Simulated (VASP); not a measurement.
# GeMo2 in VASP: single point with PBE

Aim: the single point of GeMo2 with PBE.

Everything below comes from runs of VASP 6.6.1. Logs are shortened: lines on timing, memory, paths and dates and some standing lists are left out, and cuts for length are marked.

## (1) The cell of the first run

The cell holds a sheet with vacuum, 3 atoms: a = 2.910 Å, b = 2.910 Å, c = 29.702 Å, α = 90.00°, β = 90.00°, γ = 90.00°.

## (2) Single point, PBE

INCAR reads:

```
SYSTEM = GeMo2
PREC = Accurate
ENCUT = 520
EDIFF = 1E-6
ISMEAR = -1
SIGMA = 0.05
LREAL = .FALSE.
LASPH = .TRUE.
NELM = 60
ALGO = Normal
ISIF = 2
LWAVE = .FALSE.
LCHARG = .TRUE.
GGA = PE
LELF = .TRUE.
LVHAR = .TRUE.
NBANDS = 28
```

KPOINTS reads:

```
regular mesh
0
G
  9 9 1
  0 0 0
```

POSCAR reads:

```
GeMo2
1.0
    2.9101100000      0.0000000000      0.0000000000
    0.0000000000      2.9101100000      0.0000000000
    0.0000000000      0.0000000000     29.7022400000
Ge Mo
1 2
Direct
    0.5000000000      0.5000000000      0.2861733333
    0.0000000000      0.0000000000      0.3385834350
    0.0000000000      0.0000000000      0.2337632317
```

Potentials or basis: VASP PAW PBE potentials, release 64 (Ge_d, Mo_sv).

Started as:

```
cat potpaw_PBE.64/Ge_d/POTCAR potpaw_PBE.64/Mo_sv/POTCAR > POTCAR
mpirun -np 1 vasp_std > vasp.out
```

OUTCAR:

```text
SYSTEM = GeMo2
   PREC = Accurate
   ENCUT = 520
   EDIFF = 1E-6
   ISMEAR = -1
   LREAL = .FALSE.
   LASPH = .TRUE.
   NELM = 60
   ISIF = 2
   GGA = PE

 ion  position               nearest neighbor table
   1  0.500  0.500  0.286-   3 2.58   3 2.58   3 2.58   3 2.58   2 2.58   2 2.58   2 2.58   2 2.58

   2  0.000  0.000  0.339-   1 2.58   1 2.58   1 2.58   1 2.58   3 3.11
   3  0.000  0.000  0.234-   1 2.58   1 2.58   1 2.58   1 2.58   2 3.11

  LATTYP: Found a simple tetragonal cell.
 ALAT       =     2.9101100000
 C/A-ratio  =    10.2065695111

  Lattice vectors:

 A1 = (   2.9101100000,   0.0000000000,   0.0000000000)
 A2 = (   0.0000000000,   2.9101100000,   0.0000000000)
 A3 = (   0.0000000000,   0.0000000000,  29.7022400000)

Analysis of symmetry for initial positions (statically):
=====================================================================
 Subroutine PRICEL returns:
 Original cell was already a primitive cell.

 Routine SETGRP: Setting up the symmetry group for a
 simple tetragonal supercell.

 Subroutine GETGRP returns: Found 16 space group operations
 (whereof  8 operations were pure point group operations)
 out of a pool of 16 trial point group operations.

The static configuration has the point symmetry C_4v.
 The point group associated with its full space group is D_4h.

Analysis of symmetry for dynamics (positions and initial velocities):
=====================================================================
 Subroutine PRICEL returns:
 Original cell was already a primitive cell.

 Routine SETGRP: Setting up the symmetry group for a
 simple tetragonal supercell.

 Subroutine GETGRP returns: Found 16 space group operations
 (whereof  8 operations were pure point group operations)
 out of a pool of 16 trial point group operations.

The dynamic configuration has the point symmetry C_4v.
 The point group associated with its full space group is D_4h.

 Subroutine INISYM returns: Found 16 space group operations
 (whereof  8 operations are pure point group operations),
 and found     1 'primitive' translations

----------------------------------------------------------------------------------------

                                     Primitive cell

  volume of cell :     251.5406

  direct lattice vectors                    reciprocal lattice vectors
     2.910110000  0.000000000  0.000000000     0.343629622  0.000000000  0.000000000
     0.000000000  2.910110000  0.000000000     0.000000000  0.343629622  0.000000000
     0.000000000  0.000000000 29.702240000     0.000000000  0.000000000  0.033667494

  length of vectors
     2.910110000  2.910110000 29.702240000     0.343629622  0.343629622  0.033667494

  position of ions in fractional coordinates (direct lattice)
     0.500000000  0.500000000  0.286173333
     0.000000000  0.000000000  0.338583435
     0.000000000  0.000000000  0.233763232

  ion indices of the primitive-cell ions
   primitive index   ion index
                 1           1
                 2           2
                 3           3

----------------------------------------------------------------------------------------

 KPOINTS: regular mesh

Automatic generation of k-mesh.
 Grid dimensions read from file:
 generate k-points for:    9    9    1

 Generating k-lattice:

  Cartesian coordinates                     Fractional coordinates (reciprocal lattice)
     0.038181069  0.000000000  0.000000000     0.111111111  0.000000000  0.000000000
     0.000000000  0.038181069  0.000000000     0.000000000  0.111111111  0.000000000
     0.000000000  0.000000000  0.033667494     0.000000000  0.000000000  1.000000000

  Length of vectors
     0.038181069  0.038181069  0.033667494

  Shift w.r.t. Gamma in fractional coordinates (k-lattice)
     0.000000000  0.000000000  0.000000000

 Subroutine IBZKPT returns following result:
 ===========================================

 Found     15 irreducible k-points:

 Following reciprocal coordinates:
            Coordinates               Weight
  0.000000  0.000000  0.000000      1.000000
  0.111111  0.000000  0.000000      4.000000
  0.222222  0.000000  0.000000      4.000000
  0.333333  0.000000  0.000000      4.000000
  0.444444  0.000000  0.000000      4.000000
  0.111111  0.111111  0.000000      4.000000
  0.222222  0.111111  0.000000      8.000000
  0.333333  0.111111  0.000000      8.000000
  0.444444  0.111111  0.000000      8.000000
  0.222222  0.222222  0.000000      4.000000
  0.333333  0.222222  0.000000      8.000000
  0.444444  0.222222  0.000000      8.000000
  0.333333  0.333333  0.000000      4.000000
  0.444444  0.333333  0.000000      8.000000
  0.444444  0.444444  0.000000      4.000000
   k-points           NKPTS =     15   k-points in BZ     NKDIM =     15   number of bands    NBANDS=     28
   number of dos      NEDOS =    301   number of ions     NIONS =      3
   total plane-waves  NPLWV = 129024
   dimension x,y,z NGX =    24 NGY =   24 NGZ =  224
   dimension x,y,z NGXF=    48 NGYF=   48 NGZF=  448
   ions per type =               1   2
   NGX,Y,Z   is equivalent  to a cutoff of  13.71, 13.71, 12.54 a.u.
   NGXF,Y,Z  is equivalent  to a cutoff of  27.42, 27.42, 25.07 a.u.
 SYSTEM =  GeMo2
   PREC   = accura    normal or accurate (medium, high low for compatibility)
   ISTART =      0    job   : 0-new  1-cont  2-samecut
   ICHARG =      2    charge: 1-file 2-atom 10-const
   ISPIN  =      1    spin polarized calculation?
   LNONCOLLINEAR =      F non collinear calculations
   LSORBIT =      F    spin-orbit coupling
   LASPH  =      T    aspherical Exc in radial PAW
   ENCUT  =  520.0 eV  38.22 Ry    6.18 a.u.   5.41  5.41 55.23*2*pi/ulx,y,z
   NELM   =     60;   NELMIN=  2; NELMDL= -5     # of ELM steps
   EDIFF  = 0.1E-05   stopping-criterion for ELM
   LREAL  =      F    real-space projection
   EDIFFG = 0.1E-04   stopping-criterion for IOM
   NSW    =      0    number of steps for IOM
   IBRION =     -1    ionic relax: 0-MD 1-quasi-New 2-CG
   NFREE  =      0    steps in history (QN), initial steepest desc. (CG)
   ISIF   =      2    stress and relaxation
   ISYM   =      2    0-nonsym 1-usesym 2-fastsym
   POTIM  = 0.5000    time-step for ionic-motion
   TEBEG  =    0.0;   TEEND  =   0.0 temperature during run
   PSTRESS=    0.0 pullay stress
   NELECT =      42.0000    total number of electrons
   NUPDOWN=      -1.0000    fix difference up-down
   EMIN   =  10.00;   EMAX   =-10.00  energy-range for DOS
   EFERMI =   0.00;   METHOD = LEGACY
   ISMEAR =    -1;   SIGMA  =   0.05  broadening in eV -4-tet -1-fermi 0-gaus
   EFERMI_NEDOS =   21; number of points for ismear=-14 and -15
   IALGO  =     38    algorithm
   IMIX   =      4    mixing-type and parameters
     AMIX     =   0.40;   BMIX     =  1.00
     AMIX_MAG =   1.60;   BMIX_MAG =  1.00
  volume/ion in A,a.u.               =      83.85       565.83
  Fermi-wavevector in a.u.,A,eV,Ry     =   0.901478  1.703547 11.056952  0.812663
  Thomas-Fermi vector in A             =   2.024564
   LORBIT       =      0    0 simple, 1 ext, 2 COOP (PROOUT), +10 PAW based schemes
   GGA     = PE    functional components
   LHFCALC =     F    Hartree Fock is set to
   AEXX    =    0.0000 exact exchange contribution
   IVDW    =     0    specifies the selected vdW correction
   LEPSILON=     F    determine dielectric tensor
   LRPA    =     F    only Hartree local field effects (RPA)
 non-spin polarized calculation
  energy-cutoff  :      520.00
  volume of cell :      251.54
 maximum number of plane-waves:      6863
 NGX is ok and might be reduce to    24
   NGX = 11   NGY = 11   NGZ =111

 number of electron      42.0000006 magnetization

 Free energy of the ion-electron system (eV)
  ---------------------------------------------------
  ext. energy  EPLUGINS =         0.00000000
  ---------------------------------------------------
  free energy    TOTEN  =       -22.62089909 eV

  energy without entropy =      -22.58628352  energy(sigma->0) =      -22.60359131

 E-fermi :  -1.4267     XC(G=0):  -3.0865

 val. band max:       -1.5822748970   @ k =   0.4444   0.1111   0.0000
 cond. band min:      -1.4006946331   @ k =   0.3333   0.2222   0.0000
 fundamental gap:      0.1815802639
 Fermi energy:        -1.4267149943

 k-point     1 :       0.0000    0.0000    0.0000
  band No.  band energies     occupation
      1     -62.4746      2.00000
      2     -62.4609      2.00000
      3     -36.7297      2.00000
      4     -36.5484      2.00000
      5     -36.2933      2.00000
      6     -36.2933      2.00000
[... 20 lines left out ...]
     27       1.1003      0.00000
     28       2.7206      0.00000

 k-point     2 :       0.1111    0.0000    0.0000
  band No.  band energies     occupation
      1     -62.4681      2.00000
      2     -62.4545      2.00000
      3     -36.7207      2.00000
      4     -36.5420      2.00000
      5     -36.3620      2.00000
      6     -36.3481      2.00000
[... 20 lines left out ...]
     27       1.7269      0.00000
     28       2.9485      0.00000

 k-point     3 :       0.2222    0.0000    0.0000
  band No.  band energies     occupation
      1     -62.4517      2.00000
      2     -62.4384      2.00000
      3     -36.6982      2.00000
      4     -36.5325      2.00000
      5     -36.5270      2.00000
      6     -36.5119      2.00000
[... 20 lines left out ...]
     27       2.6006      0.00000
     28       2.9347      0.00000

 k-point     4 :       0.3333    0.0000    0.0000
  band No.  band energies     occupation
      1     -62.4328      2.00000
      2     -62.4200      2.00000
      3     -36.7280      2.00000
      4     -36.6968      2.00000
      5     -36.6661      2.00000
      6     -36.5070      2.00000
[... 20 lines left out ...]
     27       2.6213      0.00000
     28       3.4687      0.00000

 k-point     5 :       0.4444    0.0000    0.0000
  band No.  band energies     occupation
      1     -62.4205      2.00000
      2     -62.4079      2.00000
      3     -36.8468      2.00000
      4     -36.8143      2.00000
      5     -36.6515      2.00000
      6     -36.4949      2.00000
[... 20 lines left out ...]
     27       3.5679      0.00000
     28       4.0134      0.00000

 k-point     6 :       0.1111    0.1111    0.0000
  band No.  band energies     occupation
      1     -62.4617      2.00000
      2     -62.4482      2.00000
      3     -36.7118      2.00000
      4     -36.5356      2.00000
      5     -36.3597      2.00000
      6     -36.3521      2.00000
[... 20 lines left out ...]
     27       2.1887      0.00000
     28       3.1795      0.00000

 k-point     7 :       0.2222    0.1111    0.0000
  band No.  band energies     occupation
      1     -62.4453      2.00000
      2     -62.4321      2.00000
      3     -36.6898      2.00000
      4     -36.5254      2.00000
      5     -36.5207      2.00000
      6     -36.5047      2.00000
[... 20 lines left out ...]
     27       2.9592      0.00000
     28       3.1371      0.00000

 k-point     8 :       0.3333    0.1111    0.0000
  band No.  band energies     occupation
      1     -62.4265      2.00000
      2     -62.4137      2.00000
      3     -36.7192      2.00000
      4     -36.6894      2.00000
      5     -36.6589      2.00000
      6     -36.5002      2.00000
[... 20 lines left out ...]
     27       2.6472      0.00000
     28       3.8130      0.00000

 k-point     9 :       0.4444    0.1111    0.0000
  band No.  band energies     occupation
      1     -62.4143      2.00000
      2     -62.4017      2.00000
      3     -36.8372      2.00000
      4     -36.8065      2.00000
      5     -36.6445      2.00000
      6     -36.4880      2.00000
[... 20 lines left out ...]
     27       3.4945      0.00000
     28       4.2126      0.00000

 k-point    10 :       0.2222    0.2222    0.0000
  band No.  band energies     occupation
      1     -62.4291      2.00000
      2     -62.4161      2.00000
      3     -36.6691      2.00000
      4     -36.5150      2.00000
      5     -36.5069      2.00000
      6     -36.4987      2.00000
[... 20 lines left out ...]
     27       2.9996      0.00000
     28       3.6726      0.00000

 k-point    11 :       0.3333    0.2222    0.0000
  band No.  band energies     occupation
      1     -62.4105      2.00000
      2     -62.3978      2.00000
      3     -36.6967      2.00000
      4     -36.6706      2.00000
      5     -36.6406      2.00000
      6     -36.4856      2.00000
[... 20 lines left out ...]
     27       2.3932      0.00000
     28       3.9398      0.00000

 k-point    12 :       0.4444    0.2222    0.0000
  band No.  band energies     occupation
      1     -62.3984      2.00000
      2     -62.3858      2.00000
      3     -36.8129      2.00000
      4     -36.7868      2.00000
      5     -36.6269      2.00000
      6     -36.4735      2.00000
[... 20 lines left out ...]
     27       2.4781      0.00000
     28       4.3423      0.00000

 k-point    13 :       0.3333    0.3333    0.0000
  band No.  band energies     occupation
      1     -62.3923      2.00000
      2     -62.3797      2.00000
      3     -36.6785      2.00000
      4     -36.6615      2.00000
      5     -36.6524      2.00000
      6     -36.6456      2.00000
[... 20 lines left out ...]
     27       3.2062      0.00000
     28       3.6234      0.00000

 k-point    14 :       0.4444    0.3333    0.0000
  band No.  band energies     occupation
      1     -62.3803      2.00000
      2     -62.3678      2.00000
      3     -36.7852      2.00000
      4     -36.7643      2.00000
      5     -36.6531      2.00000
      6     -36.6349      2.00000
[... 20 lines left out ...]
     27       2.6384      0.00000
     28       4.8882      0.00000

 k-point    15 :       0.4444    0.4444    0.0000
  band No.  band energies     occupation
      1     -62.3684      2.00000
      2     -62.3559      2.00000
      3     -36.7680      2.00000
      4     -36.7657      2.00000
      5     -36.7500      2.00000
      6     -36.7490      2.00000
[... 20 lines left out ...]
     27       3.1913      0.00000
     28       4.8132      0.00000

------------------------ aborting loop because EDIFF is reached ----------------------------------------

  FORCE on cell =-STRESS in cart. coord.  units (eV):
  Direction    XX          YY          ZZ          XY          YZ          ZX
  --------------------------------------------------------------------------------------
  -------------------------------------------------------------------------------------
  Total        0.1810853      0.1810853      0.0876199      0.0000000      0.0000000      0.0000000
  in kB        1.1534156      1.1534156      0.5580913      0.0000000      0.0000000      0.0000000
  external PRESSURE =       0.9549742 kB  Pullay stress =       0.0000000 kB

 VOLUME and BASIS-vectors are now :
 -----------------------------------------------------------------------------
  energy-cutoff  :      520.00
  volume of cell :      251.54
      direct lattice vectors                 reciprocal lattice vectors
     2.910110000  0.000000000  0.000000000     0.343629622  0.000000000  0.000000000
     0.000000000  2.910110000  0.000000000     0.000000000  0.343629622  0.000000000
     0.000000000  0.000000000 29.702240000     0.000000000  0.000000000  0.033667494

 POSITION                                       TOTAL-FORCE (eV/Angst)
 -----------------------------------------------------------------------------------
      1.45505      1.45505      8.49999         0.000000     -0.000000     -0.000000
      0.00000      0.00000     10.05669         0.000000      0.000000      0.034821
      0.00000      0.00000      6.94329         0.000000      0.000000     -0.034821
 -----------------------------------------------------------------------------------
    total drift:                                0.000000      0.000000      0.000381

  FREE ENERGIE OF THE ION-ELECTRON SYSTEM (eV)
  ---------------------------------------------------
  free  energy   TOTEN  =       -22.6208990893 eV

  energy  without entropy=      -22.5862835233  energy(sigma->0) =      -22.60359131
```

It took 90 s on 1 thread of Intel Xeon Platinum 8488C (Sapphire Rapids), shared host; peak memory 0.38 GiB.

What came out:

```
Free energy            : -22.6209 eV
Largest force          : 0.035 eV/Å
Band gap on the k mesh : zero (band 21 reaches -0.28 eV, above the bottom of band 22 at -2.13 eV)
```

Forces in eV/Å, atoms in the order of the input:
```
Ge   0.000  0.000  0.000
Mo   0.000  0.000  0.035
Mo   0.000  0.000 -0.035
```
